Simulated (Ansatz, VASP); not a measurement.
Two plane-wave programs on MgO

```xyz
4
Lattice="3.3297 0.0000 0.0000 -1.6648 2.8836 0.0000 0.0000 0.0000 5.0159" Properties=species:S:1:pos:R:3 pbc="T T T"
Mg    1.6648    0.9612    2.5188
Mg    0.0000    1.9224    0.0108
O     1.6648    0.9612    4.5265
O     0.0000    1.9224    2.0186
```

Alike in both runs: task single point; functional LDA; k mesh 9 × 9 × 6; occupations fermi-dirac, width 0.05 eV; no spin polarisation.

```csv
,VASP,Ansatz
version,VASP 6.6.1,Ansatz 0.2.0
potentials or method,"VASP PAW LDA potentials, release 64 (Mg_sv, O)",Ansatz PAW
plane-wave cutoff (eV),750,420
valence electrons in the cell,32,32
```

|  | VASP | Ansatz | Ansatz less VASP |
| --- | --- | --- | --- |
| gap on the k mesh at the Fermi level (eV) | 3.26 | 3.25 | -0.008 |
| least direct gap on the mesh (eV) | 3.26 | 3.25 | -0.008 |
| pressure (GPa) | -6.5 | -6.4 | +0.06 |
| traceless stress, the component that is largest in VASP (GPa) | 0.46 | 0.56 | +0.098 |
| rms of the force components (eV/Å) | 0.030 | 0.033 | +0.0033 |

LDA's correlation is that of Perdew and Zunger in VASP and of Perdew and Wang (1992) in Ansatz. Atom by atom the forces differ by 0.003 eV/Å (rms over components).

Noted on Ansatz's run: odd divisions of the mesh miss points on the zone boundary, where band edges often lie, so the gap on the mesh can be too wide.
